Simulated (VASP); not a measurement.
# TiO2 (C2/c) in VASP: notebook

Aim: see how the results for TiO2 move with the level of theory and the settings. Levels: BLYP+D3(BJ), LDA, PBEsol. Tasks: single point.

Everything below comes from runs of VASP 6.6.1. Logs are shortened: lines on timing, memory, paths and dates and some standing lists are left out, and cuts for length are marked.

### 1 The cell of the first run

The typed cell holds 6 atoms: a = 3.792 Å, b = 3.792 Å, c = 5.481 Å, α = 110.23°, β = 110.23°, γ = 90.00°.

### 2 Single point, BLYP+D3(BJ)

Input file INCAR:

```
PREC = Accurate ; ENCUT = 520
EDIFF = 1E-6 ; ISMEAR = -1
SIGMA = 0.05 ; LREAL = F
LASPH = T ; NELM = 80
ALGO = Normal ; ISIF = 2
LWAVE = F ; LCHARG = F
GGA = B5 ; ALDAX = 1.0
AGGAX = 1.0 ; AGGAC = 1.0
ALDAC = 0.0 ; IVDW = 12
VDW_S6 = 1.0 ; VDW_S8 = 2.6996
VDW_A1 = 0.4298 ; VDW_A2 = 4.2359
NBANDS = 33
```

Input file KPOINTS:

```
Automatic mesh
0
Gamma
  8 8 6
```

Input file POSCAR:

```
TiO2
1.0
    2.6812175329     -2.6812717764     -0.0198073488
    2.6812175329      2.6812717764     -0.0198073488
   -2.6444893718      0.0000000000      4.8010734649
Ti O
2 4
Direct
    0.8749172720      0.1250827280      0.7500000000
    0.1250827280      0.8749172720      0.2500000000
    0.0840013691      0.3338715506      0.1678254429
    0.9159986309      0.6661284494      0.8321745571
    0.6661284494      0.9159986309      0.3321745571
    0.3338715506      0.0840013691      0.6678254429
```

Potentials or basis: VASP PAW PBE potentials, release 64 (Ti_sv, O).

Command:

```bash
$ cat potpaw_PBE.64/Ti_sv/POTCAR potpaw_PBE.64/O/POTCAR > POTCAR
$ mpirun -np 1 vasp_std > vasp.out
```

OUTCAR:

```text
PREC = Accurate
   ENCUT = 520
   EDIFF = 1E-6
   ISMEAR = -1
   LREAL = F
   LASPH = T
   NELM = 80
   ISIF = 2
   GGA = B5
   IVDW = 12
 IVDW          = 12

 ion  position               nearest neighbor table
   1  0.875  0.125  0.750-   4 1.94   6 1.94   6 1.94   4 1.94   3 2.00   5 2.00
   2  0.125  0.875  0.250-   5 1.94   3 1.94   5 1.94   3 1.94   6 2.00   4 2.00
   3  0.084  0.334  0.168-   2 1.94   2 1.94   1 2.00
   4  0.916  0.666  0.832-   1 1.94   1 1.94   2 2.00
   5  0.666  0.916  0.332-   2 1.94   2 1.94   1 2.00
   6  0.334  0.084  0.668-   1 1.94   1 1.94   2 2.00

  LATTYP: Found a base centered monoclinic cell.
 ALAT       =     5.3625813895
 B/A-ratio  =     0.9999929443
 C/A-ratio  =     1.0221209949
 COS(beta)  =    -0.4889222216

  Lattice vectors:

 A1 = (   2.6812175329,  -2.6812717764,  -0.0198073488)
 A2 = (   2.6812175329,   2.6812717764,  -0.0198073488)
 A3 = (  -2.6444893718,   0.0000000000,   4.8010734649)

Analysis of symmetry for initial positions (statically):
=====================================================================
 Subroutine PRICEL returns:
 Original cell was already a primitive cell.

 Routine SETGRP: Setting up the symmetry group for a
 base centered monoclinic supercell.

 Subroutine GETGRP returns: Found  4 space group operations
 (whereof  2 operations were pure point group operations)
 out of a pool of  4 trial point group operations.

The static configuration has the point symmetry S_2 .
 The point group associated with its full space group is C_2h.

Analysis of symmetry for dynamics (positions and initial velocities):
=====================================================================
 Subroutine PRICEL returns:
 Original cell was already a primitive cell.

 Routine SETGRP: Setting up the symmetry group for a
 base centered monoclinic supercell.

 Subroutine GETGRP returns: Found  4 space group operations
 (whereof  2 operations were pure point group operations)
 out of a pool of  4 trial point group operations.

The dynamic configuration has the point symmetry S_2 .
 The point group associated with its full space group is C_2h.

 Subroutine INISYM returns: Found  4 space group operations
 (whereof  2 operations are pure point group operations),
 and found     1 'primitive' translations

----------------------------------------------------------------------------------------

                                     Primitive cell

  volume of cell :      68.7496

  direct lattice vectors                    reciprocal lattice vectors
     2.681217533 -2.681271776 -0.019807349     0.187244360 -0.186478672  0.103136459
     2.681217533  2.681271776 -0.019807349     0.187244360  0.186478672  0.103136459
    -2.644489372  0.000000000  4.801073465     0.001544994  0.000000000  0.209137754

  length of vectors
     3.791904288  3.791904288  5.481207025     0.283675650  0.283675650  0.209143460

  position of ions in fractional coordinates (direct lattice)
     0.874917272  0.125082728  0.750000000
     0.125082728  0.874917272  0.250000000
     0.084001369  0.333871551  0.167825443
     0.915998631  0.666128449  0.832174557
     0.666128449  0.915998631  0.332174557
     0.333871551  0.084001369  0.667825443

  ion indices of the primitive-cell ions
   primitive index   ion index
                 1           1
                 2           2
                 3           3
                 4           4
                 5           5
                 6           6

----------------------------------------------------------------------------------------

 KPOINTS: Automatic mesh

Automatic generation of k-mesh.
 Grid dimensions read from file:
 generate k-points for:    8    8    6

 Generating k-lattice:

  Cartesian coordinates                     Fractional coordinates (reciprocal lattice)
     0.023405545 -0.023309834  0.012892057     0.125000000 -0.000000000 -0.000000000
     0.023405545  0.023309834  0.012892057    -0.000000000  0.125000000 -0.000000000
     0.000257499  0.000000000  0.034856292     0.000000000  0.000000000  0.166666667

  Length of vectors
     0.035459456  0.035459456  0.034857243

  Shift w.r.t. Gamma in fractional coordinates (k-lattice)
     0.000000000  0.000000000  0.000000000

 Subroutine IBZKPT returns following result:
 ===========================================

 Found    114 irreducible k-points:

 Following reciprocal coordinates:
            Coordinates               Weight
  0.000000  0.000000  0.000000      1.000000
  0.125000  0.000000  0.000000      4.000000
  0.250000  0.000000  0.000000      4.000000
  0.375000  0.000000  0.000000      4.000000
  0.500000  0.000000  0.000000      2.000000
  0.125000  0.125000  0.000000      2.000000
[... 16 lines left out ...]
  0.125000  0.000000  0.166667      4.000000
  0.250000 -0.000000  0.166667      4.000000
 [... further k-points ...]
   k-points           NKPTS =    114   k-points in BZ     NKDIM =    114   number of bands    NBANDS=     33
   number of dos      NEDOS =    301   number of ions     NIONS =      6
   total plane-waves  NPLWV =  32928
   dimension x,y,z NGX =    28 NGY =   28 NGZ =   42
   dimension x,y,z NGXF=    56 NGYF=   56 NGZF=   84
   ions per type =               2   4
   NGX,Y,Z   is equivalent  to a cutoff of  12.28, 12.28, 12.74 a.u.
   NGXF,Y,Z  is equivalent  to a cutoff of  24.55, 24.55, 25.48 a.u.
 SYSTEM =  unknown system
   PREC   = accura    normal or accurate (medium, high low for compatibility)
   ISTART =      0    job   : 0-new  1-cont  2-samecut
   ICHARG =      2    charge: 1-file 2-atom 10-const
   ISPIN  =      1    spin polarized calculation?
   LNONCOLLINEAR =      F non collinear calculations
   LSORBIT =      F    spin-orbit coupling
   LASPH  =      T    aspherical Exc in radial PAW
   ENCUT  =  520.0 eV  38.22 Ry    6.18 a.u.   7.05  7.05 10.19*2*pi/ulx,y,z
   NELM   =     80;   NELMIN=  2; NELMDL= -5     # of ELM steps
   EDIFF  = 0.1E-05   stopping-criterion for ELM
   LREAL  =      F    real-space projection
   EDIFFG = 0.1E-04   stopping-criterion for IOM
   NSW    =      0    number of steps for IOM
   IBRION =     -1    ionic relax: 0-MD 1-quasi-New 2-CG
   NFREE  =      0    steps in history (QN), initial steepest desc. (CG)
   ISIF   =      2    stress and relaxation
   ISYM   =      2    0-nonsym 1-usesym 2-fastsym
   POTIM  = 0.5000    time-step for ionic-motion
   TEBEG  =    0.0;   TEEND  =   0.0 temperature during run
   PSTRESS=    0.0 pullay stress
   NELECT =      48.0000    total number of electrons
   NUPDOWN=      -1.0000    fix difference up-down
   EMIN   =  10.00;   EMAX   =-10.00  energy-range for DOS
   EFERMI =   0.00;   METHOD = LEGACY
   ISMEAR =    -1;   SIGMA  =   0.05  broadening in eV -4-tet -1-fermi 0-gaus
   EFERMI_NEDOS =   21; number of points for ismear=-14 and -15
   IALGO  =     38    algorithm
   IMIX   =      4    mixing-type and parameters
     AMIX     =   0.40;   BMIX     =  1.00
     AMIX_MAG =   1.60;   BMIX_MAG =  1.00
  volume/ion in A,a.u.               =      11.46        77.32
  Fermi-wavevector in a.u.,A,eV,Ry     =   1.452329  2.744504 28.698229  2.109260
  Thomas-Fermi vector in A             =   2.569724
   LORBIT       =      0    0 simple, 1 ext, 2 COOP (PROOUT), +10 PAW based schemes
   GGA     = B5    functional components
   LHFCALC =     F    Hartree Fock is set to
   AEXX    =    0.0000 exact exchange contribution
   IVDW    =    12    specifies the selected vdW correction
   LEPSILON=     F    determine dielectric tensor
   LRPA    =     F    only Hartree local field effects (RPA)
 non-spin polarized calculation
  energy-cutoff  :      520.00
  volume of cell :       68.75
 maximum number of plane-waves:      1866
   NGX = 15   NGY = 15   NGZ = 21

 number of electron      47.9999997 magnetization

 Free energy of the ion-electron system (eV)
  ---------------------------------------------------
  ext. energy  EPLUGINS =         0.00000000
  ---------------------------------------------------
  free energy    TOTEN  =       -51.68390743 eV

  energy without entropy =      -51.68390743  energy(sigma->0) =      -51.68390743

 E-fermi :   4.6997     XC(G=0): -10.2861

 val. band max:        3.5909429539   @ k =   0.5000   0.5000   0.0000
 cond. band min:       5.6762781374   @ k =   0.0000   0.0000   0.0000
 fundamental gap:      2.0853351834
 Fermi energy:         4.6997311343

 k-point     1 :       0.0000    0.0000    0.0000
  band No.  band energies     occupation
      1     -52.6683      2.00000
      2     -52.6108      2.00000
      3     -29.2559      2.00000
      4     -29.0265      2.00000
      5     -29.0265      2.00000
      6     -28.9598      2.00000
[... 25 lines left out ...]
     32       8.7109      0.00000
     33       8.7663      0.00000

 k-point     2 :       0.1250    0.0000    0.0000
  band No.  band energies     occupation
      1     -52.6663      2.00000
      2     -52.6121      2.00000
      3     -29.2518      2.00000
      4     -29.0457      2.00000
      5     -29.0279      2.00000
      6     -28.9676      2.00000
[... 25 lines left out ...]
     32       8.8965      0.00000
     33       9.1755      0.00000

 k-point     3 :       0.2500    0.0000    0.0000
  band No.  band energies     occupation
      1     -52.6612      2.00000
      2     -52.6158      2.00000
      3     -29.2422      2.00000
      4     -29.0894      2.00000
      5     -29.0309      2.00000
      6     -28.9837      2.00000
[... 25 lines left out ...]
     32       9.2631      0.00000
     33       9.6733      0.00000

 k-point     4 :       0.3750    0.0000    0.0000
  band No.  band energies     occupation
      1     -52.6549      2.00000
      2     -52.6205      2.00000
      3     -29.2323      2.00000
      4     -29.1329      2.00000
      5     -29.0335      2.00000
      6     -28.9941      2.00000
[... 673 lines left out ...]
     32       8.7019      0.00000
     33       8.7913      0.00000

 k-point    23 :       0.1250    0.0000    0.1667
  band No.  band energies     occupation
      1     -52.6600      2.00000
      2     -52.6185      2.00000
      3     -29.2132      2.00000
      4     -29.0577      2.00000
      5     -29.0370      2.00000
      6     -28.9603      2.00000
[... 25 lines left out ...]
     32       9.0253      0.00000
     33       9.1074      0.00000

 k-point    24 :       0.2500   -0.0000    0.1667
  band No.  band energies     occupation
      1     -52.6538      2.00000
      2     -52.6232      2.00000
      3     -29.2003      2.00000
      4     -29.1045      2.00000
      5     -29.0387      2.00000
      6     -28.9812      2.00000
[... 25 lines left out ...]
     32       9.3424      0.00000
     33       9.5166      0.00000

 [... further k-points ...]

------------------------ aborting loop because EDIFF is reached ----------------------------------------

 Edisp (eV)   -2.91586

 E8    (eV) :    -2.0462

  FORCE on cell =-STRESS in cart. coord.  units (eV):
  Direction    XX          YY          ZZ          XY          YZ          ZX
  --------------------------------------------------------------------------------------
  -------------------------------------------------------------------------------------
  Total       0.45235     0.45283     0.40724     0.00000     0.00000    -0.00429
  in kB      10.54183    10.55292     9.49051     0.00000     0.00000    -0.09995
  external pressure =       10.20 kB  Pullay stress =        0.00 kB

 VOLUME and BASIS-vectors are now :
 -----------------------------------------------------------------------------
  energy-cutoff  :      520.00
  volume of cell :       68.75
      direct lattice vectors                 reciprocal lattice vectors
     2.681217533 -2.681271776 -0.019807349     0.187244360 -0.186478672  0.103136459
     2.681217533  2.681271776 -0.019807349     0.187244360  0.186478672  0.103136459
    -2.644489372  0.000000000  4.801073465     0.001544994  0.000000000  0.209137754

 POSITION                                       TOTAL-FORCE (eV/Angst)
 -----------------------------------------------------------------------------------
      0.69785     -2.01051      3.58100         0.000000     -0.000213     -0.000000
      2.02010      2.01051      1.18046         0.000000      0.000213     -0.000000
      0.67660      0.66997      0.79747         0.000437      0.000166      0.025719
      2.04135     -0.66997      3.96399        -0.000437     -0.000166     -0.025719
      3.36359      0.66997      1.56346        -0.000437      0.000166     -0.025719
     -0.64565     -0.66997      3.19800         0.000437     -0.000166      0.025719
 -----------------------------------------------------------------------------------
    total drift:                                0.000000      0.000000      0.000000

  FREE ENERGIE OF THE ION-ELECTRON SYSTEM (eV)
  ---------------------------------------------------
  free  energy   TOTEN  =       -54.5997659965 eV

  energy  without entropy=      -54.5997659964  energy(sigma->0) =      -54.59976600
```

Run time: 6.7 min. Hardware: 1 thread of Intel Xeon 8259CL, shared host; peak memory 0.33 GiB.

Results:

| Property | Result |
| --- | --- |
| Free energy | -54.5998 eV |
| Pressure | 1.0 GPa |
| Largest force | 0.026 eV/Å |
| Band gap on the k mesh | 2.09 eV (least direct gap 2.43 eV) |
| Dispersion energy per atom | -0.486 eV |

Forces on the atoms (eV/Å):
```
Ti   0.000  0.000  0.000
Ti   0.000  0.000  0.000
O    0.000  0.000  0.026
O    0.000  0.000 -0.026
O    0.000  0.000 -0.026
O    0.000  0.000  0.026
```

Stress tensor (GPa, compression positive):
```
 1.05  0.00 -0.01
 0.00  1.06  0.00
-0.01  0.00  0.95
```

Caveat: the PAW data sets were made with another functional, which shifts forces and pressure a little. A k mesh can miss the band edges.

### 3 Single point, LDA (11.48 Å³/atom)

Input file INCAR:

```
SYSTEM = TiO2
ALGO = Normal
EDIFF = 1E-7
ENCUT = 520
GGA = CA
ISIF = 2
ISMEAR = -1
LASPH = .True.
LCHARG = .False.
LREAL = .False.
LWAVE = .False.
NBANDS = 33
NELM = 100
PREC = Accurate
SIGMA = 0.05
```

Input file KPOINTS:

```
k-points
0
Gamma
  8 8 6
  0 0 0
```

Input file POSCAR:

```
TiO2
1.0
    2.6878721508     -2.6884889828      0.0000000000
    2.6878721508      2.6884889828      0.0000000000
   -2.6158557627      0.0000000000      4.7644438354
Ti O
2 4
Direct
    0.8658900000      0.1341100000      0.7500000000
    0.1341100000      0.8658900000      0.2500000000
    0.0887550000      0.3312210000      0.1671490000
    0.9112450000      0.6687790000      0.8328510000
    0.6687790000      0.9112450000      0.3328510000
    0.3312210000      0.0887550000      0.6671490000
```

Potentials or basis: VASP PAW LDA potentials, release 64 (Ti_sv, O).

Command:

```bash
$ cat potpaw_LDA.64/Ti_sv/POTCAR potpaw_LDA.64/O/POTCAR > POTCAR
$ mpirun -np 1 vasp_std > vasp.out
```

It took 2.3 min on 1 thread of Intel Xeon 6975P-C (Granite Rapids), shared host; peak memory 0.29 GiB.

Results (log left out):

* Free energy: -58.7695 eV
* Pressure: -8.0 GPa
* Largest force: 0.200 eV/Å
* Band gap on the k mesh: 1.99 eV (least direct gap 2.34 eV)

Forces on the atoms (eV/Å):
```
Ti   0.000 -0.092  0.000
Ti   0.000  0.092  0.000
O   -0.006  0.023 -0.199
O    0.006 -0.023  0.199
O    0.006  0.023  0.199
O   -0.006 -0.023 -0.199
```

Stress tensor (GPa, compression positive):
```
-8.13  0.00 -0.25
 0.00 -8.17  0.00
-0.25  0.00 -7.68
```

Levels at points of the mesh, in eV from the valence-band top:
```tsv
k point	band 22	band 23	band 24	band 25	band 26	band 27
(0.00, 0.00, 0.00)	-0.72	-0.46	-0.46	1.99	2.76	3.84
(0.50, 0.00, 0.00)	-0.96	-0.85	-0.62	3.20	3.36	3.41
(0.50, 0.50, 0.00)	-1.92	-0.01	0.00	3.23	3.27	3.56
(0.00, 0.00, 0.50)	-1.26	-0.12	-0.12	2.36	2.36	3.66
(0.50, 0.00, 0.50)	-0.94	-0.85	-0.62	3.05	3.48	3.50
(0.50, 0.50, 0.50)	-2.08	-0.02	-0.02	3.26	3.26	3.74
```

Caveat: the cell stands under tension. A k mesh can miss the band edges.

[end of part 1 of 2]
